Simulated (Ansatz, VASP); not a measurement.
# Two plane-wave programs on Mo

```
Mo
1.0
     2.65924    0.00000    0.00000
    -1.32962    2.30297    0.00000
     0.00000    0.00000    4.69071
Mo
2
Direct
  0.33333 0.66667 0.25000
  0.66667 0.33333 0.75000
```

Alike in both runs: task single point; functional PBEsol; k mesh 15 × 15 × 8; occupations fermi-dirac, width 0.1 eV; no spin polarisation.

|  | VASP | Ansatz |
| --- | --- | --- |
| version | VASP 6.6.1 | Ansatz 0.2.0 |
| potentials or method | VASP PAW PBE potentials, release 64 (Mo_sv), cutoff 520 eV | plane waves (420 eV) with PAW, scalar-relativistic |
| valence electrons in the cell | 28 | 28 |

```csv
,VASP,Ansatz,Ansatz less VASP
pressure (GPa),26.2,25.5,-0.72
"traceless stress, the component that is largest in VASP (GPa)",-2.69,-2.59,+0.099
```

VASP's potentials were made for PBE, not for PBEsol, and Ansatz warns of the same on its side.
